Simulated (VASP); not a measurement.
A run of VASP 6.6.1:

POSCAR

```
CaAs4Rh6
1.0
    7.2251507279      0.0000000000      0.0000000000
   -3.6125753640      6.2571640766      0.0000000000
    0.0000000000      0.0000000000      3.7753769614
Ca As Rh
1 4 6
Direct
    0.0000000000      0.0000000000      0.0000000000
    0.8118474462      0.1881525538      0.5000000000
    0.3763051076      0.1881525538      0.5000000000
    0.8118474462      0.6236948924      0.5000000000
    0.3333333333      0.6666666667      0.0000000000
    0.5347973820      0.4652026180      0.0000000000
    0.9304052360      0.4652026180      0.0000000000
    0.5347973820      0.0695947640      0.0000000000
    0.1999602411      0.8000397589      0.5000000000
    0.6000795177      0.8000397589      0.5000000000
    0.1999602411      0.3999204823      0.5000000000
```

INCAR.step1

```
SYSTEM = CaAs4Rh6
PREC = Accurate ; ENCUT = 520
ISMEAR = -1 ; SIGMA = 0.1
LREAL = .False. ; LASPH = .True.
NELM = 100 ; NBANDS = 71
GGA = PE ; ALGO = Normal
EDIFF = 1E-4 ; LWAVE = .True.
LCHARG = .False.
```

Contents of INCAR.step2:

```
SYSTEM = CaAs4Rh6
PREC = Accurate ; ENCUT = 520
EDIFF = 1E-6 ; ISMEAR = -1
SIGMA = 0.1 ; LREAL = .False.
LASPH = .True. ; NELM = 100
ALGO = Normal ; ISIF = 2
LWAVE = .False. ; LCHARG = .True.
METAGGA = R2SCAN ; LMIXTAU = .True.
LELF = .True. ; LVHAR = .True.
NBANDS = 71 ; ISTART = 1
```

Contents of KPOINTS:

```
regular mesh
0
Gamma
  5 5 8
  0 0 0
```

Potentials or basis: VASP PAW PBE potentials, release 64 (Ca_sv, As, Rh_pv).

Run with:

```console
$ cat potpaw_PBE.64/Ca_sv/POTCAR potpaw_PBE.64/As/POTCAR potpaw_PBE.64/Rh_pv/POTCAR > POTCAR
$ cp INCAR.step1 INCAR
$ mpirun -np 1 vasp_std > vasp.out
$ cp INCAR.step2 INCAR
$ mpirun -np 1 vasp_std > vasp.out
```

Hardware: 1 thread of Intel Xeon 8259CL, on a shared host.

Problem. Estimate the wall time of this run.

Solution. Wall time 21 min on 1 thread of Intel Xeon 8259CL, on a shared host, peak memory 0.46 GiB. Counts: k points 25.
